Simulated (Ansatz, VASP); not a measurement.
## One calculation of BN, two programs

```
CELL_PARAMETERS angstrom
0.00000 1.65732 1.65732
1.65732 0.00000 1.65732
1.65732 1.65732 0.00000
ATOMIC_POSITIONS crystal
B 0.00000 0.00000 0.00000
N 0.25000 0.25000 0.25000
```

Alike in both runs: task single point; functional PBE; k mesh 12 × 12 × 12; occupations gaussian, width 0.02 eV; no spin polarisation.

|  | VASP | Ansatz |
| --- | --- | --- |
| version | VASP 6.6.1 | Ansatz 0.2.0 |
| potentials or method | VASP PAW PBE potentials, release 64 (B, N), cutoff 600 eV | scalar-relativistic, plane waves, PAW |
| valence electrons in the cell | 8 | 8 |

|  | VASP | Ansatz | Ansatz less VASP |
| --- | --- | --- | --- |
| gap on the k mesh at the Fermi level (eV) | 4.69 | 4.72 | +0.025 |
| least direct gap on the mesh (eV) | 10.06 | 10.09 | +0.022 |

The functional is the same, so the differences come from potentials, cutoffs and numerics.
